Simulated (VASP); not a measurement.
# GaS (P6_3/mmc) in VASP: notebook

Runs on GaS. Level: PBE. Tasks: single point.

Everything below comes from runs of VASP 6.6.1. Logs are shortened: lines on timing, memory, paths and dates and some standing lists are left out, and cuts for length are marked.

### Step 1. The cell of the first run

It takes space group P6_3/mmc (No. 194, hexagonal). The conventional cell has a = 3.585 Å, b = 3.585 Å, c = 15.190 Å, α = 90.00°, β = 90.00°, γ = 120.00°. Ga (site symmetry 3m) has 3 S at 2.34 Å and 1 Ga at 2.44 Å within 3.1 Å. Within 3.1 Å of S (site symmetry 3m) lie 3 Ga at 2.34 Å.

### Step 2. Single point, PBE (z stretched by -2 %, then relaxed in part)

INCAR

```
SYSTEM = GaS
PREC = Accurate
ENCUT = 500
EDIFF = 1E-6
ISMEAR = -1
SIGMA = 0.02
LREAL = .FALSE.
LASPH = .TRUE.
NELM = 120
ALGO = Normal
ISIF = 2
LWAVE = .FALSE.
LCHARG = .TRUE.
GGA = PE
LELF = .TRUE.
LVHAR = .TRUE.
NBANDS = 48
GGA_COMPAT = .FALSE.
```

KPOINTS

```
regular mesh
0
G
  14 14 3
  0 0 0
```

POSCAR

```
GaS
1.0
    3.5850000000      0.0000000000      0.0000000000
   -1.7925000000      3.1047010726      0.0000000000
    0.0000000000      0.0000000000     15.1900000000
Ga S
4 4
Direct
    0.3333333333      0.6666666667      0.1697015638
    0.6666666667      0.3333333333      0.6697015638
    0.3333333333      0.6666666667      0.3302984362
    0.6666666667      0.3333333333      0.8302984362
    0.3333333333      0.6666666667      0.5982945262
    0.6666666667      0.3333333333      0.0982945262
    0.3333333333      0.6666666667      0.9017054738
    0.6666666667      0.3333333333      0.4017054738
```

Potentials or basis: VASP PAW PBE potentials, release 64 (Ga_d, S).

Launch:

```bash
cat potpaw_PBE.64/Ga_d/POTCAR potpaw_PBE.64/S/POTCAR > POTCAR
mpirun -np 1 vasp_std > vasp.out
```

OUTCAR:

```text
SYSTEM = GaS
   PREC = Accurate
   ENCUT = 500
   EDIFF = 1E-6
   ISMEAR = -1
   LREAL = .FALSE.
   LASPH = .TRUE.
   NELM = 120
   ISIF = 2
   GGA = PE

 ion  position               nearest neighbor table
   1  0.333  0.667  0.170-   6 2.34   6 2.34   6 2.34   3 2.44
   2  0.667  0.333  0.670-   5 2.34   5 2.34   5 2.34   4 2.44
   3  0.333  0.667  0.330-   8 2.34   8 2.34   8 2.34   1 2.44
   4  0.667  0.333  0.830-   7 2.34   7 2.34   7 2.34   2 2.44
   5  0.333  0.667  0.598-   2 2.34   2 2.34   2 2.34
   6  0.667  0.333  0.098-   1 2.34   1 2.34   1 2.34
   7  0.333  0.667  0.902-   4 2.34   4 2.34   4 2.34
   8  0.667  0.333  0.402-   3 2.34   3 2.34   3 2.34

  LATTYP: Found a hexagonal cell.
 ALAT       =     3.5850000000
 C/A-ratio  =     4.2370990237

  Lattice vectors:

 A1 = (   3.5850000000,   0.0000000000,   0.0000000000)
 A2 = (  -1.7925000000,   3.1047010726,   0.0000000000)
 A3 = (   0.0000000000,   0.0000000000,  15.1900000000)

Analysis of symmetry for initial positions (statically):
=====================================================================
 Subroutine PRICEL returns:
 Original cell was already a primitive cell.

 Routine SETGRP: Setting up the symmetry group for a
 hexagonal supercell.

 Subroutine GETGRP returns: Found 24 space group operations
 (whereof 12 operations were pure point group operations)
 out of a pool of 24 trial point group operations.

The static configuration has the point symmetry D_3d.
 The point group associated with its full space group is D_6h.

Analysis of symmetry for dynamics (positions and initial velocities):
=====================================================================
 Subroutine PRICEL returns:
 Original cell was already a primitive cell.

 Routine SETGRP: Setting up the symmetry group for a
 hexagonal supercell.

 Subroutine GETGRP returns: Found 24 space group operations
 (whereof 12 operations were pure point group operations)
 out of a pool of 24 trial point group operations.

The dynamic configuration has the point symmetry D_3d.
 The point group associated with its full space group is D_6h.

 Subroutine INISYM returns: Found 24 space group operations
 (whereof 12 operations are pure point group operations),
 and found     1 'primitive' translations

----------------------------------------------------------------------------------------

                                     Primitive cell

[... 94 lines left out ...]
   ISTART =      0    job   : 0-new  1-cont  2-samecut
   ICHARG =      2    charge: 1-file 2-atom 10-const
   ISPIN  =      1    spin polarized calculation?
   LNONCOLLINEAR =      F non collinear calculations
   LSORBIT =      F    spin-orbit coupling
   LASPH  =      T    aspherical Exc in radial PAW
   ENCUT  =  500.0 eV  36.75 Ry    6.06 a.u.   6.54  6.54 27.69*2*pi/ulx,y,z
   NELM   =    120;   NELMIN=  2; NELMDL= -5     # of ELM steps
   EDIFF  = 0.1E-05   stopping-criterion for ELM
   LREAL  =      F    real-space projection
[... 7 lines left out ...]
   TEBEG  =    0.0;   TEEND  =   0.0 temperature during run
   PSTRESS=    0.0 pullay stress
   NELECT =      76.0000    total number of electrons
   NUPDOWN=      -1.0000    fix difference up-down
   EMIN   =  10.00;   EMAX   =-10.00  energy-range for DOS
   EFERMI =   0.00;   METHOD = LEGACY
   ISMEAR =    -1;   SIGMA  =   0.02  broadening in eV -4-tet -1-fermi 0-gaus
   EFERMI_NEDOS =   21; number of points for ismear=-14 and -15
   IALGO  =     38    algorithm
   IMIX   =      4    mixing-type and parameters
     AMIX     =   0.40;   BMIX     =  1.00
     AMIX_MAG =   1.60;   BMIX_MAG =  1.00
  volume/ion in A,a.u.               =      21.13       142.62
  Fermi-wavevector in a.u.,A,eV,Ry     =   1.254076  2.369860 21.397966  1.572706
  Thomas-Fermi vector in A             =   2.387898
   LORBIT       =      0    0 simple, 1 ext, 2 COOP (PROOUT), +10 PAW based schemes
   GGA     = PE    functional components
   LHFCALC =     F    Hartree Fock is set to
   AEXX    =    0.0000 exact exchange contribution
   IVDW    =     0    specifies the selected vdW correction
   LEPSILON=     F    determine dielectric tensor
   LRPA    =     F    only Hartree local field effects (RPA)
 non-spin polarized calculation
  energy-cutoff  :      500.00
  volume of cell :      169.07
 maximum number of plane-waves:      4358
 NGX is ok and might be reduce to    28
   NGX = 13   NGY = 13   NGZ = 55

 number of electron      76.0000038 magnetization

 Free energy of the ion-electron system (eV)
  ---------------------------------------------------
  ext. energy  EPLUGINS =         0.00000000
  ---------------------------------------------------
  free energy    TOTEN  =       -33.16006785 eV

  energy without entropy =      -33.16006785  energy(sigma->0) =      -33.16006785

 E-fermi :   4.6051     XC(G=0):  -9.6071

 val. band max:        4.2362104580   @ k =   0.0000   0.0000   0.0000
 cond. band min:       5.6861911307   @ k =   0.5000   0.0000   0.0000
 fundamental gap:      1.4499806727
 Fermi energy:         4.6051437117

 k-point     1 :       0.0000    0.0000    0.0000
  band No.  band energies     occupation
      1     -10.8401      2.00000
      2     -10.8359      2.00000
      3     -10.7032      2.00000
      4     -10.7032      2.00000
      5     -10.7029      2.00000
      6     -10.7029      2.00000
[... 1213 lines left out ...]
     47      10.4688      0.00000
     48      10.6693      0.00000

 [... further k-points ...]
[... 5 lines left out ...]
  --------------------------------------------------------------------------------------
  -------------------------------------------------------------------------------------
  Total        2.7060585      2.7060585      3.3822903      0.0000000      0.0000000      0.0000000
  in kB       25.6437203     25.6437203     32.0519703      0.0000000      0.0000000      0.0000000
  external PRESSURE =      27.7798037 kB  Pullay stress =       0.0000000 kB

 VOLUME and BASIS-vectors are now :
 -----------------------------------------------------------------------------
  energy-cutoff  :      500.00
  volume of cell :      169.07
      direct lattice vectors                 reciprocal lattice vectors
     3.585000000  0.000000000  0.000000000     0.278940028  0.161046100  0.000000000
    -1.792500000  3.104701073  0.000000000     0.000000000  0.322092200  0.000000000
     0.000000000  0.000000000 15.190000000     0.000000000  0.000000000  0.065832785

 POSITION                                       TOTAL-FORCE (eV/Angst)
 -----------------------------------------------------------------------------------
     -0.00000      2.06980      2.57777        -0.000000     -0.000000      0.000057
      1.79250      1.03490     10.17277         0.000000     -0.000000      0.000057
     -0.00000      2.06980      5.01723        -0.000000      0.000000     -0.000057
      1.79250      1.03490     12.61223         0.000000      0.000000     -0.000057
     -0.00000      2.06980      9.08809         0.000000      0.000000     -0.005330
      1.79250      1.03490      1.49309         0.000000      0.000000     -0.005330
     -0.00000      2.06980     13.69691         0.000000     -0.000000      0.005330
      1.79250      1.03490      6.10191         0.000000     -0.000000      0.005330
 -----------------------------------------------------------------------------------
    total drift:                               -0.000000      0.000000     -0.000000

  FREE ENERGIE OF THE ION-ELECTRON SYSTEM (eV)
  ---------------------------------------------------
  free  energy   TOTEN  =       -33.1600678526 eV

  energy  without entropy=      -33.1600678526  energy(sigma->0) =      -33.16006785
```

It took 4.8 min on 1 thread of Intel Xeon Platinum 8488C (Sapphire Rapids), shared host; peak memory 0.43 GiB.

Results:

```yaml
Free_energy: -33.1601 eV
Pressure: 2.8 GPa
Largest_force: 0.005 eV/Å
Band_gap_on_the_k_mesh: 1.45 eV (least direct gap 1.60 eV)
```

Forces on the atoms (eV/Å):
```
Ga   0.000  0.000  0.000
Ga   0.000  0.000  0.000
Ga   0.000  0.000  0.000
Ga   0.000  0.000  0.000
S    0.000  0.000 -0.005
S    0.000  0.000 -0.005
S    0.000  0.000  0.005
S    0.000  0.000  0.005
```

Caveat: the cell differs from its parent crystal (z stretched by -2 %, then relaxed in part); this functional lacks dispersion, which binds layers or chains, so the pressure and a relaxed spacing across them are unreliable.

### Step 3. Single point, PBE

This run uses another cell than the first one, of 21.57 Å³/atom.

INCAR

```
PREC = Accurate
ENCUT = 500
EDIFF = 1E-6
ISMEAR = -1
SIGMA = 0.02
LREAL = F
LASPH = T
NELM = 120
ALGO = Normal
ISIF = 2
LWAVE = F
LCHARG = T
GGA = PE
LELF = T
LVHAR = T
NBANDS = 48
GGA_COMPAT = F
```

KPOINTS

```
Automatic mesh
0
Gamma
  14 14 3
```

POSCAR

```
GaS
1.0
    3.5850000000      0.0000000000      0.0000000000
   -1.7925000000      3.1047010726      0.0000000000
    0.0000000000      0.0000000000     15.5000000000
Ga S
4 4
Direct
    0.3333333333      0.6666666667      0.1710185084
    0.6666666667      0.3333333333      0.6710185084
    0.3333333333      0.6666666667      0.3289814916
    0.6666666667      0.3333333333      0.8289814916
    0.3333333333      0.6666666667      0.6008026213
    0.6666666667      0.3333333333      0.1008026213
    0.3333333333      0.6666666667      0.8991973787
    0.6666666667      0.3333333333      0.3991973787
```

Potentials or basis: VASP PAW PBE potentials, release 64 (Ga_d, S).

Launch:

```bash
cat potpaw_PBE.64/Ga_d/POTCAR potpaw_PBE.64/S/POTCAR > POTCAR
mpirun -np 1 vasp_std > vasp.out
```

It took 5.1 min on 1 thread of Intel Xeon Platinum 8488C (Sapphire Rapids), shared host; peak memory 0.44 GiB.

Results (log left out):

```yaml
Free_energy: -33.2178 eV
Pressure: 2.3 GPa
Largest_force: 0.028 eV/Å
Band_gap_on_the_k_mesh: 1.60 eV (least direct gap 1.71 eV)
```

Forces on the atoms (eV/Å):
```
Ga   0.000  0.000  0.018
Ga   0.000  0.000  0.018
Ga   0.000  0.000 -0.018
Ga   0.000  0.000 -0.018
S    0.000  0.000 -0.028
S    0.000  0.000 -0.028
S    0.000  0.000  0.028
S    0.000  0.000  0.028
```

Levels at points of the mesh, in eV from the valence-band top:
```tsv
k point	band 36	band 37	band 38	band 39	band 40	band 41
(0.00, 0.00, 0.00)	-1.39	-1.39	0.00	1.71	2.39	2.89
(0.50, 0.00, 0.00)	-2.35	-2.19	-1.66	1.60	1.75	2.08
```

Caveat: this functional lacks dispersion, which binds layers or chains, so the pressure and a relaxed spacing across them are unreliable.
